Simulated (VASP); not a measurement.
Here is a VASP 6.6.1 calculation.

File INCAR:

```
SYSTEM = C
  PREC = Accurate
  ENCUT = 520
  EDIFF = 1E-6
  ISMEAR = 0
  SIGMA = 0.05
  LREAL = Auto
  LASPH = .True.
  NELM = 100
  ALGO = Normal
  ISIF = 2
  LWAVE = .False.
  LCHARG = .True.
  GGA = PE
  LELF = .True.
  LVHAR = .True.
  NBANDS = 46
```

The input KPOINTS:

```
regular mesh
0
Gamma
  10 10 2
  0 0 0
```

File POSCAR:

```
C
1.0
   -2.5180184914      0.0000000000      0.0000000000
   -1.2590092457     -2.1806679808      0.0000000000
   -0.6296305238     -0.3635173524     16.6091763648
C
16
Direct
   -0.1119363965     -0.1119363965      0.6714840821
   -0.0285863965     -0.0285863965      0.1714840821
   -0.1536113965      0.8463886035      0.9214840821
   -0.0702613965      0.9297386035      0.4214840821
   -0.1381136035     -0.1381136035      0.8285159179
   -0.0547636035     -0.0547636035      0.3285159179
   -0.0130886035      0.9869113965      0.0785159179
   -0.0964386035      0.9035613965      0.5785159179
    0.2161825276      0.2161825276      0.7027642813
    0.2995325276      0.2995325276      0.2027642813
    0.5078408610      0.5078408610      0.9527642813
    0.5911908610      0.5911908610      0.4527642813
    0.2004341390      0.2004341390      0.7972357187
    0.2837841390      0.2837841390      0.2972357187
    0.6587924724      0.6587924724      0.0472357187
    0.5754424724      0.5754424724      0.5472357187
```

Potentials or basis: VASP PAW PBE potentials, release 64 (C).

The run is started by

```bash
$ cat potpaw_PBE.64/C/POTCAR > POTCAR
$ mpirun -np 1 vasp_std > vasp.out
```

Question: Predict the largest force.

Answer: 4.783 eV/Å.

Question: Estimate the band gap on the k mesh.

Answer: 2.31 eV, indirect (least direct gap 4.88 eV).

Stress tensor (GPa, compression positive):
```
-2.23 -2.54 14.93
-2.54  0.71  8.62
14.93  8.62  4.86
```

Caveat: forces of over 1 eV/Å act on the atoms, so gaps and moduli don't describe the material at rest. A k mesh can miss the band edges.
